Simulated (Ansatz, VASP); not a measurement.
One calculation of WSe2, two programs

Contents of INCAR:

```
PREC = Accurate
ENCUT = 520
EDIFF = 1E-6
ISMEAR = 0
SIGMA = 0.02
LREAL = False
LASPH = True
NELM = 100
ALGO = Normal
ISIF = 2
LWAVE = False
LCHARG = False
GGA = PE
IVDW = 12
NBANDS = 35
```

KPOINTS

```
Automatic mesh
0
Gamma
  9 9 2
```

POSCAR

```
WSe2
1.0
    3.2790157617      0.0000000000      0.0000000000
   -1.6395078808      2.8397109490      0.0000000000
    0.0000000000      0.0000000000     12.7885058740
W Se
2 4
Direct
    0.3333333333      0.6666666667      0.2500000000
    0.6666666667      0.3333333333      0.7500000000
    0.3333333333      0.6666666667      0.6182884625
    0.6666666667      0.3333333333      0.1182884625
    0.3333333333      0.6666666667      0.8817115375
    0.6666666667      0.3333333333      0.3817115375
```

Input for Ansatz:

```yaml
crystal:
  lattice:
    - [3.2790157617, 0.0, 0.0]
    - [-1.6395078808, 2.839710949, 0.0]
    - [0.0, 0.0, 12.788505874]
  atoms:
    - { symbol: W, position: [0.3333333333, 0.6666666667, 0.25] }
    - { symbol: W, position: [0.6666666667, 0.3333333333, 0.75] }
    - { symbol: Se, position: [0.3333333333, 0.6666666667, 0.6182884625] }
    - { symbol: Se, position: [0.6666666667, 0.3333333333, 0.1182884625] }
    - { symbol: Se, position: [0.3333333333, 0.6666666667, 0.8817115375] }
    - { symbol: Se, position: [0.6666666667, 0.3333333333, 0.3817115375] }
basis:
  ecutwfc: 420
kpoints:
  mp_grid: { grid: [9, 9, 2] }
  band_path: { path: [VBM, CBM], npoints: 2 }
hamiltonian:
  xc: pbe
  dispersion: d3bj
scf:
  occupations: { method: gaussian, width: 0.02 }
output:
  forces: true
  stress: true
  eigenvalues: true
```

Alike in both runs: task single point; functional PBE; dispersion D3(BJ); k mesh 9 × 9 × 2; occupations gaussian, width 0.02 eV; no spin polarisation.

```csv
,VASP,Ansatz
version,VASP 6.6.1,Ansatz 0.2.0
potentials or method,"VASP PAW PBE potentials, release 64 (W_sv, Se), cutoff 520 eV","scalar-relativistic, plane waves, PAW"
valence electrons in the cell,52,92
```

```tsv
	VASP	Ansatz	Ansatz less VASP
gap on the k mesh at the Fermi level (eV)	0.99	1.00	+0.005
least direct gap on the mesh (eV)	1.56	1.57	+0.003
pressure (GPa)	0.3	0.0	-0.32
traceless stress, the component that is largest in VASP (GPa)	0.08	-0.01	-0.083
rms of the force components (eV/Å)	0.022	0.001	-0.0214
```

Atom by atom the forces differ by 0.023 eV/Å (rms over components). VASP's potentials hold 52 valence electrons a cell and Ansatz's 92, so a difference there can come from the potentials and not from the codes.

Neither program's run includes spin-orbit coupling.
